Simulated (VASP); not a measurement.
# Cl (Cmce) in VASP: further runs

Cl is run at these levels: r2SCAN; tasks: single point.

Program: VASP 6.6.1. These are calculated values, not measurements. Logs are shortened: lines on timing, memory, paths and dates and some standing lists are left out, and cuts for length are marked.

## (1) The cell of the first run

It takes space group Cmce (No. 64, orthorhombic). Conventional cell: a = 6.250 Å, b = 4.014 Å, c = 8.147 Å, α = 90.00°, β = 90.00°, γ = 90.00°. Cl (site symmetry m) has 1 Cl at 2.02 Å within 2.7 Å.

## (2) Single point, r2SCAN

File POSCAR:

```
Cl
1.0
    3.1252371057     -2.0072452166      0.0000000000
    3.1252371057      2.0072452166      0.0000000000
    0.0000000000      0.0000000000      8.1465598679
Cl
4
Direct
    0.8756350467      0.1243649533      0.6074783337
    0.1243649533      0.8756350467      0.3925216663
    0.6243649533      0.3756350467      0.1074783337
    0.3756350467      0.6243649533      0.8925216663
```

File INCAR.step1:

```
  PREC = Accurate
  ENCUT = 520
  ISMEAR = 0
  SIGMA = 0.01
  LREAL = F
  LASPH = T
  NELM = 80
  NBANDS = 22
  GGA = PE
  ALGO = Normal
  EDIFF = 1E-4
  LWAVE = T
  LCHARG = F
```

File INCAR.step2:

```
  PREC = Accurate
  ENCUT = 520
  EDIFF = 1E-7
  ISMEAR = 0
  SIGMA = 0.01
  LREAL = F
  LASPH = T
  NELM = 80
  ALGO = Normal
  ISIF = 2
  LWAVE = F
  LCHARG = F
  METAGGA = R2SCAN
  LMIXTAU = T
  NBANDS = 22
  ISTART = 1
```

File KPOINTS:

```
Automatic mesh
0
Gamma
  8 8 4
```

Potentials or basis: VASP PAW PBE potentials, release 64 (Cl).

Launch:

```sh
cat potpaw_PBE.64/Cl/POTCAR > POTCAR
cp INCAR.step1 INCAR
mpirun -np 1 vasp_std > vasp.out
cp INCAR.step2 INCAR
mpirun -np 1 vasp_std > vasp.out
```

OUTCAR:

```text
PREC = Accurate
   ENCUT = 520
   EDIFF = 1E-7
   ISMEAR = 0
   LREAL = F
   LASPH = T
   NELM = 80
   ISIF = 2
   METAGGA = R2SCAN
   ISTART = 1

 ion  position               nearest neighbor table
   1  0.876  0.124  0.607-   2 2.02
   2  0.124  0.876  0.393-   1 2.02
   3  0.624  0.376  0.107-   4 2.02
   4  0.376  0.624  0.893-   3 2.02

  LATTYP: Found a base centered orthorhombic cell.
 ALAT       =     4.0144904332
 B/A-ratio  =     1.5569782306
 C/A-ratio  =     2.0292886491

  Lattice vectors:

 A1 = (  -3.1252371057,  -2.0072452166,   0.0000000000)
 A2 = (   3.1252371057,  -2.0072452166,   0.0000000000)
 A3 = (   0.0000000000,   0.0000000000,   8.1465598679)

Analysis of symmetry for initial positions (statically):
=====================================================================
 Subroutine PRICEL returns:
 Original cell was already a primitive cell.

 Routine SETGRP: Setting up the symmetry group for a
 base centered orthorhombic supercell.

 Subroutine GETGRP returns: Found  8 space group operations
 (whereof  4 operations were pure point group operations)
 out of a pool of  8 trial point group operations.

The static configuration has the point symmetry C_2h.
 The point group associated with its full space group is D_2h.

Analysis of symmetry for dynamics (positions and initial velocities):
=====================================================================
 Subroutine PRICEL returns:
 Original cell was already a primitive cell.

 Routine SETGRP: Setting up the symmetry group for a
 base centered orthorhombic supercell.

 Subroutine GETGRP returns: Found  8 space group operations
 (whereof  4 operations were pure point group operations)
 out of a pool of  8 trial point group operations.

The dynamic configuration has the point symmetry C_2h.
 The point group associated with its full space group is D_2h.

 Subroutine INISYM returns: Found  8 space group operations
 (whereof  4 operations are pure point group operations),
 and found     1 'primitive' translations

----------------------------------------------------------------------------------------

                                     Primitive cell

  volume of cell :     102.2087

  direct lattice vectors                    reciprocal lattice vectors
     3.125237106 -2.007245217  0.000000000     0.159987861 -0.249097617  0.000000000
     3.125237106  2.007245217  0.000000000     0.159987861  0.249097617  0.000000000
     0.000000000  0.000000000  8.146559868     0.000000000  0.000000000  0.122751200

  length of vectors
     3.714315593  3.714315593  8.146559868     0.296050230  0.296050230  0.122751200

  position of ions in fractional coordinates (direct lattice)
     0.875635047  0.124364953  0.607478334
     0.124364953  0.875635047  0.392521666
     0.624364953  0.375635047  0.107478334
     0.375635047  0.624364953  0.892521666

  ion indices of the primitive-cell ions
   primitive index   ion index
                 1           1
                 2           2
                 3           3
                 4           4

----------------------------------------------------------------------------------------

 KPOINTS: Automatic mesh

Automatic generation of k-mesh.
 Grid dimensions read from file:
 generate k-points for:    8    8    4

 Generating k-lattice:

  Cartesian coordinates                     Fractional coordinates (reciprocal lattice)
     0.019998483 -0.031137202  0.000000000     0.125000000  0.000000000  0.000000000
     0.019998483  0.031137202  0.000000000     0.000000000  0.125000000  0.000000000
     0.000000000  0.000000000  0.030687800     0.000000000  0.000000000  0.250000000

  Length of vectors
     0.037006279  0.037006279  0.030687800

  Shift w.r.t. Gamma in fractional coordinates (k-lattice)
     0.000000000  0.000000000  0.000000000

 Subroutine IBZKPT returns following result:
 ===========================================

 Found     63 irreducible k-points:

 Following reciprocal coordinates:
            Coordinates               Weight
  0.000000  0.000000  0.000000      1.000000
  0.125000  0.000000  0.000000      4.000000
  0.250000  0.000000  0.000000      4.000000
  0.375000 -0.000000  0.000000      4.000000
  0.500000  0.000000  0.000000      2.000000
  0.125000  0.125000  0.000000      2.000000
[... 16 lines left out ...]
  0.125000  0.000000  0.250000      8.000000
  0.250000  0.000000  0.250000      8.000000
 [... further k-points ...]
   k-points           NKPTS =     63   k-points in BZ     NKDIM =     63   number of bands    NBANDS=     22
   number of dos      NEDOS =    301   number of ions     NIONS =      4
   total plane-waves  NPLWV =  50176
   dimension x,y,z NGX =    28 NGY =   28 NGZ =   64
   dimension x,y,z NGXF=    56 NGYF=   56 NGZF=  128
   ions per type =               4
   NGX,Y,Z   is equivalent  to a cutoff of  12.53, 12.53, 13.06 a.u.
   NGXF,Y,Z  is equivalent  to a cutoff of  25.06, 25.06, 26.12 a.u.
 SYSTEM =  unknown system
   PREC   = accura    normal or accurate (medium, high low for compatibility)
   ISTART =      1    job   : 0-new  1-cont  2-samecut
   ICHARG =      0    charge: 1-file 2-atom 10-const
   ISPIN  =      1    spin polarized calculation?
   LNONCOLLINEAR =      F non collinear calculations
   LSORBIT =      F    spin-orbit coupling
   LASPH  =      T    aspherical Exc in radial PAW
   ENCUT  =  520.0 eV  38.22 Ry    6.18 a.u.   6.91  6.91 15.15*2*pi/ulx,y,z
   NELM   =     80;   NELMIN=  2; NELMDL=  0     # of ELM steps
   EDIFF  = 0.1E-06   stopping-criterion for ELM
   LREAL  =      F    real-space projection
   EDIFFG = 0.1E-05   stopping-criterion for IOM
   NSW    =      0    number of steps for IOM
   IBRION =     -1    ionic relax: 0-MD 1-quasi-New 2-CG
   NFREE  =      0    steps in history (QN), initial steepest desc. (CG)
   ISIF   =      2    stress and relaxation
   ISYM   =      2    0-nonsym 1-usesym 2-fastsym
   POTIM  = 0.5000    time-step for ionic-motion
   TEBEG  =    0.0;   TEEND  =   0.0 temperature during run
   PSTRESS=    0.0 pullay stress
   NELECT =      28.0000    total number of electrons
   NUPDOWN=      -1.0000    fix difference up-down
   EMIN   =  10.00;   EMAX   =-10.00  energy-range for DOS
   EFERMI =   0.00;   METHOD = LEGACY
   ISMEAR =     0;   SIGMA  =   0.01  broadening in eV -4-tet -1-fermi 0-gaus
   EFERMI_NEDOS =   21; number of points for ismear=-14 and -15
   IALGO  =     38    algorithm
   IMIX   =      4    mixing-type and parameters
     AMIX     =   0.40;   BMIX     =  1.00
     AMIX_MAG =   1.60;   BMIX_MAG =  1.00
  volume/ion in A,a.u.               =      25.55       172.43
  Fermi-wavevector in a.u.,A,eV,Ry     =   1.063241  2.009234 15.381127  1.130481
  Thomas-Fermi vector in A             =   2.198719
   LORBIT       =      0    0 simple, 1 ext, 2 COOP (PROOUT), +10 PAW based schemes
   METAGGA = R2SCAN    functional components
   LHFCALC =     F    Hartree Fock is set to
   AEXX    =    0.0000 exact exchange contribution
   IVDW    =     0    specifies the selected vdW correction
   LEPSILON=     F    determine dielectric tensor
   LRPA    =     F    only Hartree local field effects (RPA)
 non-spin polarized calculation
 Gauss-broadening in eV      SIGMA  =   0.01
  energy-cutoff  :      520.00
  volume of cell :      102.21
 maximum number of plane-waves:      2782
   NGX = 13   NGY = 13   NGZ = 31

 number of electron      28.0000005 magnetization

 Free energy of the ion-electron system (eV)
  ---------------------------------------------------
  ext. energy  EPLUGINS =         0.00000000
  ---------------------------------------------------
  free energy    TOTEN  =       -24.57581365 eV

  energy without entropy =      -24.57581365  energy(sigma->0) =      -24.57581365

 E-fermi :   0.1231     XC(G=0):  -8.8188

 val. band max:        0.0785659087   @ k =   0.0000   0.0000   0.0000
 cond. band min:       2.6735635760   @ k =   0.0000   0.0000   0.0000
 fundamental gap:      2.5949976673
 Fermi energy:         0.1231311636

 k-point     1 :       0.0000    0.0000    0.0000
  band No.  band energies     occupation
      1     -17.5690      2.00000
      2     -17.2064      2.00000
      3     -13.5639      2.00000
      4     -12.5435      2.00000
      5      -5.9140      2.00000
      6      -4.3929      2.00000
[... 14 lines left out ...]
     21      11.5206      0.00000
     22      11.6112      0.00000

 k-point     2 :       0.1250    0.0000    0.0000
  band No.  band energies     occupation
      1     -17.5230      2.00000
      2     -17.1846      2.00000
      3     -13.5209      2.00000
      4     -12.5811      2.00000
      5      -5.8984      2.00000
      6      -4.4755      2.00000
[... 14 lines left out ...]
     21      11.1210      0.00000
     22      11.6341      0.00000

 k-point     3 :       0.2500    0.0000    0.0000
  band No.  band energies     occupation
      1     -17.4024      2.00000
      2     -17.1369      2.00000
      3     -13.4032      2.00000
      4     -12.6903      2.00000
      5      -5.8553      2.00000
      6      -4.7408      2.00000
[... 14 lines left out ...]
     21      11.0529      0.00000
     22      11.7893      0.00000
[... 476 lines left out ...]
 k-point    23 :       0.1250    0.0000    0.2500
  band No.  band energies     occupation
      1     -17.4793      2.00000
      2     -17.2412      2.00000
      3     -13.3862      2.00000
      4     -12.7246      2.00000
      5      -5.7101      2.00000
      6      -4.7270      2.00000
[... 14 lines left out ...]
     21      11.1660      0.00000
     22      11.5038      0.00000

 k-point    24 :       0.2500    0.0000    0.2500
  band No.  band energies     occupation
      1     -17.3672      2.00000
      2     -17.1799      2.00000
      3     -13.3004      2.00000
      4     -12.7978      2.00000
      5      -5.6989      2.00000
      6      -4.9015      2.00000
[... 14 lines left out ...]
     21      11.1732      0.00000
     22      11.4391      0.00000

 [... further k-points ...]

------------------------ aborting loop because EDIFF is reached ----------------------------------------

  FORCE on cell =-STRESS in cart. coord.  units (eV):
  Direction    XX          YY          ZZ          XY          YZ          ZX
  --------------------------------------------------------------------------------------
  -------------------------------------------------------------------------------------
  Total        0.4995152      0.2713197     -0.2315510      0.0000000      0.0000000      0.0000000
  in kB        7.8301778      4.2530872     -3.6296911      0.0000000      0.0000000      0.0000000
  external PRESSURE =       2.8178580 kB  Pullay stress =       0.0000000 kB

 VOLUME and BASIS-vectors are now :
 -----------------------------------------------------------------------------
  energy-cutoff  :      520.00
  volume of cell :      102.21
      direct lattice vectors                 reciprocal lattice vectors
     3.125237106 -2.007245217  0.000000000     0.159987861 -0.249097617  0.000000000
     3.125237106  2.007245217  0.000000000     0.159987861  0.249097617  0.000000000
     0.000000000  0.000000000  8.146559868     0.000000000  0.000000000  0.122751200

 POSITION                                       TOTAL-FORCE (eV/Angst)
 -----------------------------------------------------------------------------------
      3.12524     -1.50798      4.94886         0.000000     -0.116242     -0.202630
      3.12524      1.50798      3.19770         0.000000      0.116242      0.202630
      3.12524     -0.49926      0.87558         0.000000      0.116242     -0.202630
      3.12524      0.49926      7.27098         0.000000     -0.116242      0.202630
 -----------------------------------------------------------------------------------
    total drift:                                0.000000      0.000000      0.000000

  FREE ENERGIE OF THE ION-ELECTRON SYSTEM (eV)
  ---------------------------------------------------
  free  energy   TOTEN  =       -24.5758136480 eV

  energy  without entropy=      -24.5758136480  energy(sigma->0) =      -24.57581365
```

It took 5.8 min on 1 thread of AMD EPYC 9R45 (Zen 5), shared host; peak memory 0.24 GiB.

What came out:

- Free energy: -24.5758 eV
- Pressure: 0.3 GPa
- Largest force: 0.234 eV/Å
- Band gap on the k mesh: 2.60 eV

Forces on the atoms (eV/Å):
```
Cl   0.000 -0.116 -0.203
Cl   0.000  0.116  0.203
Cl   0.000  0.116 -0.203
Cl   0.000 -0.116  0.203
```

Caveat: the PAW data sets were made with another functional, which shifts forces and pressure a little.

## (3) Single point, r2SCAN (uniaxial y strain +4.8%)

File POSCAR:

```
Cl
1.0
    3.1252371057     -2.1025893644      0.0000000000
    3.1252371057      2.1025893644      0.0000000000
    0.0000000000      0.0000000000      8.1465598679
Cl
4
Direct
    0.8771458714      0.1228541286      0.6060148442
    0.1228541286      0.8771458714      0.3939851558
    0.6228541286      0.3771458714      0.1060148442
    0.3771458714      0.6228541286      0.8939851558
```

File INCAR.step1:

```
PREC = Accurate
ENCUT = 520
ISMEAR = 0
SIGMA = 0.01
LREAL = F
LASPH = T
NELM = 60
NBANDS = 22
GGA = PE
ALGO = Normal
EDIFF = 1E-4
LWAVE = T
LCHARG = F
```

File INCAR.step2:

```
PREC = Accurate
ENCUT = 520
EDIFF = 1E-7
ISMEAR = 0
SIGMA = 0.01
LREAL = F
LASPH = T
NELM = 60
ALGO = Normal
ISIF = 2
LWAVE = F
LCHARG = F
METAGGA = R2SCAN
LMIXTAU = T
NBANDS = 22
ISTART = 1
```

File KPOINTS:

```
regular mesh
0
Gamma
  8 8 4
```

Potentials or basis: VASP PAW PBE potentials, release 64 (Cl).

Launch:

```sh
cat potpaw_PBE.64/Cl/POTCAR > POTCAR
cp INCAR.step1 INCAR
mpirun -np 1 vasp_std > vasp.out
cp INCAR.step2 INCAR
mpirun -np 1 vasp_std > vasp.out
```

Run time: 5.8 min. Hardware: 1 thread of AMD EPYC 9R45 (Zen 5), shared host; peak memory 0.24 GiB.

Results (log left out):

- Free energy: -24.5930 eV
- Pressure: -0.2 GPa
- Largest force: 0.232 eV/Å
- Band gap on the k mesh: 2.77 eV (least direct gap 2.79 eV)

Forces in eV/Å, atoms in the order of the input:
```
Cl   0.000 -0.120 -0.199
Cl   0.000  0.120  0.199
Cl   0.000  0.120 -0.199
Cl   0.000 -0.120  0.199
```

Stress tensor (GPa, compression positive):
```
 0.43  0.00  0.00
 0.00 -0.25  0.00
 0.00  0.00 -0.91
```

Levels at points of the mesh, in eV from the valence-band top:
```tsv
k point	band 11	band 12	band 13	band 14	band 15	band 16	band 17	band 18
(0.00, 0.00, 0.00)	-0.84	-0.33	-0.03	-0.02	2.77	3.59	7.73	7.91
(0.50, 0.00, 0.00)	-0.77	-0.77	-0.19	-0.19	3.37	3.37	8.79	8.79
(0.50, 0.50, 0.00)	-1.37	-1.09	-0.37	-0.12	2.84	3.30	8.96	9.09
(0.00, 0.00, 0.50)	-0.71	-0.71	-0.02	-0.02	3.11	3.11	8.14	8.14
(0.50, 0.00, 0.50)	-0.57	-0.57	0.00	0.00	3.15	3.15	9.08	9.08
(0.50, 0.50, 0.50)	-0.83	-0.83	-0.71	-0.71	3.00	3.00	9.54	9.54
```

Caveat: the cell differs from its parent crystal (uniaxial y strain +4.8%); the PAW data sets were made with another functional, which shifts forces and pressure a little. A k mesh can miss the band edges.

(Part 1 of 2 ends here.)
